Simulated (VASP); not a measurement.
Here is a VASP 6.6.1 calculation.

INCAR

```
SYSTEM = PtSe2
PREC = Accurate
ENCUT = 520
EDIFF = 1E-6
ISMEAR = 0
SIGMA = 0.1
LREAL = .FALSE.
LASPH = .TRUE.
NELM = 150
ALGO = Normal
ISIF = 2
LWAVE = .FALSE.
LCHARG = .TRUE.
ISPIN = 2
MAGMOM = 1 0 0
LORBIT = 11
LMAXMIX = 4
GGA = PS
LELF = .TRUE.
LVHAR = .TRUE.
NBANDS = 22
```

The input KPOINTS:

```
regular mesh
0
G
  6 6 4
  0 0 0
```

File POSCAR:

```
PtSe2
1.0
    3.7240006046      0.0000000000      0.0000000000
   -1.8620003023      3.2250791273      0.0000000000
    0.0000000000      0.0000000000      5.0620000000
Pt Se
1 2
Direct
    0.0000000000      0.0000000000      0.0000000000
    0.3333333333      0.6666666667      0.2500000000
    0.6666666667      0.3333333333      0.7500000000
```

Potentials or basis: VASP PAW PBE potentials, release 64 (Pt, Se).

The run is started by

```sh
$ cat potpaw_PBE.64/Pt/POTCAR potpaw_PBE.64/Se/POTCAR > POTCAR
$ mpirun -np 1 vasp_std > vasp.out
```

What does it give for the band gap on the k mesh?

Zero (filled and empty bands overlap).

Estimate the largest force.

0.345 eV/Å.

What does it give for the pressure?

2.2 GPa.

What does it give for the net moment?

0.00 μB per cell.

Forces in eV/Å, atoms in the order of the input:
```
Pt   0.000  0.000  0.000
Se   0.000  0.000  0.345
Se   0.000  0.000 -0.345
```

Caveat: the PAW data sets were made with another functional, which shifts forces and pressure a little; spin-orbit coupling is left out, which moves the levels of the heavy elements.
